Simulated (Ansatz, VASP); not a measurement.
LiF in VASP and in Ansatz

```
Li F
1.0
     0.00000    1.95381    1.95381
     1.95381    0.00000    1.95381
     1.95381    1.95381    0.00000
Li F
1 1
Direct
  0.00000 0.00000 0.00000
  0.50000 0.50000 0.50000
```

Alike in both runs: task relaxation of cell and atoms; functional LDA; k mesh 10 × 10 × 10; occupations gaussian, width 0.02 eV; no spin polarisation.

|  | VASP | Ansatz |
| --- | --- | --- |
| version | VASP 6.6.1 | Ansatz 0.2.0 |
| potentials or method | VASP PAW LDA potentials, release 64 (Li_sv, F), cutoff 600 eV | scalar-relativistic, plane waves, PAW |
| valence electrons in the cell | 10 | 10 |

VASP gave:

- gap on the k mesh at the Fermi level, each at its own relaxed structure (eV): 9.76
- relaxed volume (Å³/atom): 7.41
- relaxed cell length with the largest relative difference (Å): 2.757

Estimate Ansatz's values.

gap on the k mesh at the Fermi level, each at its own relaxed structure (eV): 9.71; relaxed volume (Å³/atom): 7.46; relaxed cell length with the largest relative difference (Å): 2.763.

Ansatz warns that its potentials were made for another functional, while VASP's fit it. LDA's correlation is that of Perdew and Zunger in VASP and of Perdew and Wang (1992) in Ansatz.

Noted on VASP's run: the cutoff is short for stress, so the pressure is rough.
